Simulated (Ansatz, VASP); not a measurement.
ZrB2: VASP beside Ansatz

```
Zr B
1.0
     3.15484    0.00000    0.00000
    -1.57742    2.73217    0.00000
     0.00000    0.00000    3.50729
Zr B
1 2
Direct
  0.00000 0.00000 0.00000
  0.33333 0.66667 0.50000
  0.66667 0.33333 0.50000
```

Alike in both runs: functional PBEsol; k mesh 15 × 15 × 12; occupations gaussian, width 0.1 eV; no spin polarisation.

Ansatz relaxed the structure, and its values are those at the end. VASP's run is a single point on that final structure, the one shown.

|  | VASP | Ansatz |
| --- | --- | --- |
| version | VASP 6.6.1 | Ansatz 0.2.0 |
| potentials or method | VASP PAW PBE potentials, release 64 (Zr_sv, B), cutoff 520 eV | scalar-relativistic, plane waves, PAW |
| valence electrons in the cell | 18 | 18 |

|  | VASP | Ansatz | Ansatz less VASP |
| --- | --- | --- | --- |
| gap on the k mesh at the Fermi level (eV) | none | none | - |
| pressure (GPa) | 0.3 | 0.0 | -0.29 |

VASP's potentials were made for PBE, not for PBEsol, and Ansatz warns of the same on its side. A gap of «none» marks a metal or a gap that the smearing closes.
